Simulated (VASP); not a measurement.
# LiCl (I4/mmm) in VASP: single point with r2SCAN

Aim: the single point of LiCl with r2SCAN.

Program: VASP 6.6.1. These are calculated values, not measurements. Logs are shortened: lines on timing, memory, paths and dates and some standing lists are left out, and cuts for length are marked.

## 1. The cell of the first run

Symmetry: I4/mmm, No. 139, tetragonal system. The conventional cell has a = 3.569 Å, b = 3.569 Å, c = 5.299 Å, α = 90.00°, β = 90.00°, γ = 90.00°. Within 3.3 Å of Li (site symmetry 4/mmm) lie 6 Cl at 2.52 to 2.65 Å. Cl (site symmetry 4/mmm) has 6 Li at 2.52 to 2.65 Å within 3.3 Å.

## 2. Single point, r2SCAN

The input, POSCAR:

```
LiCl
1.0
    0.0000000000      2.5233856682      2.6495549516
    2.5233856682      0.0000000000      2.6495549516
    2.5233856682      2.5233856682      0.0000000000
Li Cl
1 1
Direct
    0.0000000000      0.0000000000      0.0000000000
    0.5000000000      0.5000000000      0.5000000000
```

The input, INCAR.step1:

```
SYSTEM = LiCl
PREC     = Accurate       ! precision mode
ENCUT    = 520            ! plane-wave cutoff, eV
ISMEAR   = 0              ! smearing method
SIGMA    = 0.05           ! smearing width, eV
LREAL    = .False.        ! projectors in reciprocal space
LASPH    = .True.         ! aspherical terms in the spheres
NELM     = 80             ! most SCF steps
NBANDS   = 12             ! bands
GGA      = PE             ! functional
ALGO     = Normal         ! electronic algorithm
EDIFF    = 1E-4           ! SCF threshold, eV
LWAVE    = .True.         ! write WAVECAR
LCHARG   = .False.        ! write CHGCAR
```

The input, INCAR.step2:

```
SYSTEM = LiCl
PREC     = Accurate       ! precision mode
ENCUT    = 520            ! plane-wave cutoff, eV
EDIFF    = 1E-7           ! SCF threshold, eV
ISMEAR   = 0              ! smearing method
SIGMA    = 0.05           ! smearing width, eV
LREAL    = .False.        ! projectors in reciprocal space
LASPH    = .True.         ! aspherical terms in the spheres
NELM     = 80             ! most SCF steps
ALGO     = Normal         ! electronic algorithm
ISIF     = 2              ! what is computed and relaxed
LWAVE    = .False.        ! write WAVECAR
LCHARG   = .False.        ! write CHGCAR
METAGGA  = R2SCAN         ! meta-GGA
LMIXTAU  = .True.       
NBANDS   = 12             ! bands
ISTART   = 1
```

The input, KPOINTS:

```
Automatic mesh
0
Gamma
  8 8 8
  0 0 0
```

Potentials or basis: VASP PAW PBE potentials, release 64 (Li_sv, Cl).

Command:

```bash
> cat potpaw_PBE.64/Li_sv/POTCAR potpaw_PBE.64/Cl/POTCAR > POTCAR
> cp INCAR.step1 INCAR
> mpirun -np 1 vasp_std > vasp.out
> cp INCAR.step2 INCAR
> mpirun -np 1 vasp_std > vasp.out
```

OUTCAR:

```text
SYSTEM = LiCl
   PREC = Accurate
   ENCUT = 520
   EDIFF = 1E-7
   ISMEAR = 0
   LREAL = .False.
   LASPH = .True.
   NELM = 80
   ISIF = 2
   METAGGA = R2SCAN
   ISTART = 1

 ion  position               nearest neighbor table
   1  0.000  0.000  0.000-   2 2.52   2 2.52   2 2.52   2 2.52
   2  0.500  0.500  0.500-   1 2.52   1 2.52   1 2.52   1 2.52

  LATTYP: Found a body centered tetragonal cell.
 ALAT       =     3.5686062351
 C/A-ratio  =     1.4849242405

  Lattice vectors:

 A1 = (  -2.5233856682,   0.0000000000,   2.6495549516)
 A2 = (   2.5233856682,   0.0000000000,   2.6495549516)
 A3 = (   0.0000000000,   2.5233856682,  -2.6495549516)

Analysis of symmetry for initial positions (statically):
=====================================================================
 Subroutine PRICEL returns:
 Original cell was already a primitive cell.

 Routine SETGRP: Setting up the symmetry group for a
 body centered tetragonal supercell.

 Subroutine GETGRP returns: Found 16 space group operations
 (whereof 16 operations were pure point group operations)
 out of a pool of 16 trial point group operations.

The static configuration has the point symmetry D_4h.

Analysis of symmetry for dynamics (positions and initial velocities):
=====================================================================
 Subroutine PRICEL returns:
 Original cell was already a primitive cell.

 Routine SETGRP: Setting up the symmetry group for a
 body centered tetragonal supercell.

 Subroutine GETGRP returns: Found 16 space group operations
 (whereof 16 operations were pure point group operations)
 out of a pool of 16 trial point group operations.

The dynamic configuration has the point symmetry D_4h.

 Subroutine INISYM returns: Found 16 space group operations
 (whereof 16 operations are pure point group operations),
 and found     1 'primitive' translations

----------------------------------------------------------------------------------------

                                     Primitive cell

  volume of cell :      33.7420

  direct lattice vectors                    reciprocal lattice vectors
     0.000000000  2.523385668  2.649554952    -0.198146485  0.198146485  0.188710938
     2.523385668  0.000000000  2.649554952     0.198146485 -0.198146485  0.188710938
     2.523385668  2.523385668  0.000000000     0.198146485  0.198146485 -0.188710938

  length of vectors
     3.658909219  3.658909219  3.568606235     0.337840017  0.337840017  0.337840017

  position of ions in fractional coordinates (direct lattice)
     0.000000000  0.000000000  0.000000000
     0.500000000  0.500000000  0.500000000

  ion indices of the primitive-cell ions
   primitive index   ion index
                 1           1
                 2           2

----------------------------------------------------------------------------------------

 KPOINTS: Automatic mesh

Automatic generation of k-mesh.
 Grid dimensions read from file:
 generate k-points for:    8    8    8

 Generating k-lattice:

  Cartesian coordinates                     Fractional coordinates (reciprocal lattice)
    -0.024768311  0.024768311  0.023588867     0.125000000  0.000000000  0.000000000
     0.024768311 -0.024768311  0.023588867     0.000000000  0.125000000  0.000000000
     0.024768311  0.024768311 -0.023588867     0.000000000  0.000000000  0.125000000

  Length of vectors
     0.042230002  0.042230002  0.042230002

  Shift w.r.t. Gamma in fractional coordinates (k-lattice)
     0.000000000  0.000000000  0.000000000

 Subroutine IBZKPT returns following result:
 ===========================================

 Found     59 irreducible k-points:

 Following reciprocal coordinates:
            Coordinates               Weight
  0.000000  0.000000  0.000000      1.000000
  0.125000  0.000000  0.000000      8.000000
  0.250000  0.000000  0.000000      8.000000
  0.375000  0.000000  0.000000      8.000000
  0.500000  0.000000  0.000000      4.000000
  0.125000  0.125000  0.000000      2.000000
[... 16 lines left out ...]
  0.250000  0.000000  0.125000     16.000000
  0.375000  0.000000  0.125000     16.000000
 [... further k-points ...]
   k-points           NKPTS =     59   k-points in BZ     NKDIM =     59   number of bands    NBANDS=     12
   number of dos      NEDOS =    301   number of ions     NIONS =      2
   total plane-waves  NPLWV =  21952
   dimension x,y,z NGX =    28 NGY =   28 NGZ =   28
   dimension x,y,z NGXF=    56 NGYF=   56 NGZF=   56
   ions per type =               1   1
   NGX,Y,Z   is equivalent  to a cutoff of  12.72, 12.72, 13.04 a.u.
   NGXF,Y,Z  is equivalent  to a cutoff of  25.44, 25.44, 26.09 a.u.
 SYSTEM =  LiCl
   PREC   = accura    normal or accurate (medium, high low for compatibility)
   ISTART =      1    job   : 0-new  1-cont  2-samecut
   ICHARG =      0    charge: 1-file 2-atom 10-const
   ISPIN  =      1    spin polarized calculation?
   LNONCOLLINEAR =      F non collinear calculations
   LSORBIT =      F    spin-orbit coupling
   LASPH  =      T    aspherical Exc in radial PAW
   ENCUT  =  520.0 eV  38.22 Ry    6.18 a.u.   6.80  6.80  6.64*2*pi/ulx,y,z
   NELM   =     80;   NELMIN=  2; NELMDL=  0     # of ELM steps
   EDIFF  = 0.1E-06   stopping-criterion for ELM
   LREAL  =      F    real-space projection
   EDIFFG = 0.1E-05   stopping-criterion for IOM
   NSW    =      0    number of steps for IOM
   IBRION =     -1    ionic relax: 0-MD 1-quasi-New 2-CG
   NFREE  =      0    steps in history (QN), initial steepest desc. (CG)
   ISIF   =      2    stress and relaxation
   ISYM   =      2    0-nonsym 1-usesym 2-fastsym
   POTIM  = 0.5000    time-step for ionic-motion
   TEBEG  =    0.0;   TEEND  =   0.0 temperature during run
   PSTRESS=    0.0 pullay stress
   NELECT =      10.0000    total number of electrons
   NUPDOWN=      -1.0000    fix difference up-down
   EMIN   =  10.00;   EMAX   =-10.00  energy-range for DOS
   EFERMI =   0.00;   METHOD = LEGACY
   ISMEAR =     0;   SIGMA  =   0.05  broadening in eV -4-tet -1-fermi 0-gaus
   EFERMI_NEDOS =   21; number of points for ismear=-14 and -15
   IALGO  =     38    algorithm
   IMIX   =      4    mixing-type and parameters
     AMIX     =   0.40;   BMIX     =  1.00
     AMIX_MAG =   1.60;   BMIX_MAG =  1.00
  volume/ion in A,a.u.               =      16.87       113.85
  Fermi-wavevector in a.u.,A,eV,Ry     =   1.091486  2.062609 16.209183  1.191341
  Thomas-Fermi vector in A             =   2.227732
   LORBIT       =      0    0 simple, 1 ext, 2 COOP (PROOUT), +10 PAW based schemes
   METAGGA = R2SCAN    functional components
   LHFCALC =     F    Hartree Fock is set to
   AEXX    =    0.0000 exact exchange contribution
   IVDW    =     0    specifies the selected vdW correction
   LEPSILON=     F    determine dielectric tensor
   LRPA    =     F    only Hartree local field effects (RPA)
 non-spin polarized calculation
 Gauss-broadening in eV      SIGMA  =   0.05
  energy-cutoff  :      520.00
  volume of cell :       33.74
 maximum number of plane-waves:       922
   NGX = 13   NGY = 13   NGZ = 13

 number of electron      10.0000004 magnetization

 Free energy of the ion-electron system (eV)
  ---------------------------------------------------
  ext. energy  EPLUGINS =         0.00000000
  ---------------------------------------------------
  free energy    TOTEN  =       -12.58117809 eV

  energy without entropy =      -12.58117809  energy(sigma->0) =      -12.58117809

 E-fermi :   0.4965     XC(G=0):  -9.1608

 val. band max:        0.2560123734   @ k =   0.0000   0.0000   0.0000
 cond. band min:       7.4749970066   @ k =   0.0000   0.0000   0.0000
 fundamental gap:      7.2189846333
 Fermi energy:         0.4964694216

 k-point     1 :       0.0000    0.0000    0.0000
  band No.  band energies     occupation
      1     -44.6191      2.00000
      2     -13.8001      2.00000
      3       0.1429      2.00000
      4       0.1429      2.00000
      5       0.2560      2.00000
      6       7.4750      0.00000
      7      12.5814      0.00000
      8      13.0068      0.00000
      9      13.0069      0.00000
     10      15.1853      0.00000
     11      15.3773      0.00000
     12      15.9465      0.00000

 k-point     2 :       0.1250    0.0000    0.0000
  band No.  band energies     occupation
      1     -44.6188      2.00000
      2     -13.7227      2.00000
      3      -0.3445      2.00000
      4       0.1159      2.00000
      5       0.1656      2.00000
      6       7.9250      0.00000
      7      12.1025      0.00000
      8      12.5967      0.00000
      9      13.0595      0.00000
     10      14.0195      0.00000
     11      14.3505      0.00000
     12      16.4371      0.00000

 k-point     3 :       0.2500    0.0000    0.0000
  band No.  band energies     occupation
      1     -44.6179      2.00000
      2     -13.5259      2.00000
      3      -1.3999      2.00000
      4       0.0247      2.00000
      5       0.0547      2.00000
      6       8.2791      0.00000
      7      11.4689      0.00000
      8      11.9910      0.00000
      9      12.0809      0.00000
     10      14.9675      0.00000
     11      14.9776      0.00000
     12      17.0408      0.00000
[... 286 lines left out ...]
 k-point    23 :       0.2500    0.0000    0.1250
  band No.  band energies     occupation
      1     -44.6178      2.00000
      2     -13.5305      2.00000
      3      -1.1253      2.00000
      4      -0.1966      2.00000
      5      -0.0650      2.00000
      6       8.8488      0.00000
      7      11.2039      0.00000
      8      11.4957      0.00000
      9      12.5572      0.00000
     10      13.7577      0.00000
     11      15.9019      0.00000
     12      17.6895      0.00000

 k-point    24 :       0.3750    0.0000    0.1250
  band No.  band energies     occupation
      1     -44.6169      2.00000
      2     -13.3166      2.00000
      3      -2.0416      2.00000
      4      -0.2853      2.00000
      5      -0.2546      2.00000
      6       8.6599      0.00000
      7      10.6762      0.00000
      8      11.5906      0.00000
      9      12.1581      0.00000
     10      15.3465      0.00000
     11      17.4642      0.00000
     12      18.5327      0.00000

 [... further k-points ...]
[... 5 lines left out ...]
  --------------------------------------------------------------------------------------
  -------------------------------------------------------------------------------------
  Total       -0.0294532     -0.0294532     -0.3575433      0.0000000      0.0000000     -0.0000000
  in kB       -1.3985356     -1.3985356    -16.9773139      0.0000000      0.0000000     -0.0000000
  external PRESSURE =      -6.5914617 kB  Pullay stress =       0.0000000 kB

 VOLUME and BASIS-vectors are now :
 -----------------------------------------------------------------------------
  energy-cutoff  :      520.00
  volume of cell :       33.74
      direct lattice vectors                 reciprocal lattice vectors
     0.000000000  2.523385668  2.649554952    -0.198146485  0.198146485  0.188710938
     2.523385668  0.000000000  2.649554952     0.198146485 -0.198146485  0.188710938
     2.523385668  2.523385668  0.000000000     0.198146485  0.198146485 -0.188710938

 POSITION                                       TOTAL-FORCE (eV/Angst)
 -----------------------------------------------------------------------------------
      0.00000      0.00000      0.00000        -0.000000      0.000000      0.000000
      2.52339      2.52339      2.64955         0.000000     -0.000000     -0.000000
 -----------------------------------------------------------------------------------
    total drift:                                0.000000      0.000000      0.000000

  FREE ENERGIE OF THE ION-ELECTRON SYSTEM (eV)
  ---------------------------------------------------
  free  energy   TOTEN  =       -12.5811780929 eV

  energy  without entropy=      -12.5811780929  energy(sigma->0) =      -12.58117809
```

Run time: 3 min. Hardware: 1 thread of Intel Xeon 8259CL, shared host; peak memory 0.17 GiB.

Results:

* Free energy: -12.5812 eV
* Band gap on the k mesh: 7.22 eV

Levels at points of the mesh, in eV from the valence-band top:
```tsv
k point	band 3	band 4	band 5	band 6	band 7	band 8
(0.00, 0.00, 0.00)	-0.11	-0.11	0.00	7.22	12.33	12.75
(0.50, 0.00, 0.00)	-2.91	-0.41	-0.28	7.45	10.07	10.45
(0.50, 0.50, 0.00)	-3.00	-1.09	-1.09	8.81	9.02	13.04
(0.50, 0.00, 0.50)	-3.01	-1.41	-1.08	8.67	8.79	13.75
```

Caveat: the cutoff is under 1.25 times the usual one of these potentials, so pressure, stress and relaxed cells hold a basis-set (Pulay) error; the PAW data sets were made with another functional, which shifts forces and pressure a little. A k mesh can miss the band edges.
